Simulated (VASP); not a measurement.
SrGa3: single point with PBE

Crystal: SrGa3.

```
Sr Ga
1.0
     4.52848    0.00000    0.00000
     0.00000    4.52848    0.00000
     0.00000    0.00000    4.52848
Sr Ga
1 3
Cartesian
  0.0000 0.0000 0.0000
  0.0000 2.2642 2.2642
  2.2642 2.2642 0.0000
  2.2642 0.0000 2.2642
```

```json
{
  "Program": "VASP 6.6.1",
  "Task": "single point",
  "Functional": "PBE",
  "Potentials or basis": "VASP PAW PBE potentials, release 64 (Sr_sv, Ga_d)",
  "Cutoff": "520 eV",
  "k mesh": "8 × 8 × 8, shifted",
  "Occupations": "gaussian, width 0.05 eV",
  "Spin": "no spin polarisation"
}
```

```
Pressure : 0.0 GPa
```

Levels at points of the mesh, in eV from the Fermi level:
| k point | band 21 | band 22 | band 23 | band 24 | band 25 | band 26 | band 27 | band 28 |
| --- | --- | --- | --- | --- | --- | --- | --- | --- |
| (0.06, 0.06, 0.06) | -3.42 | -3.42 | -1.10 | -0.55 | -0.55 | 2.71 | 2.71 | 3.95 |

It took 26 s on 1 thread of Intel(R) Xeon(R) 6975P-C (Granite Rapids) (shared host), peak memory 0.22 GiB.
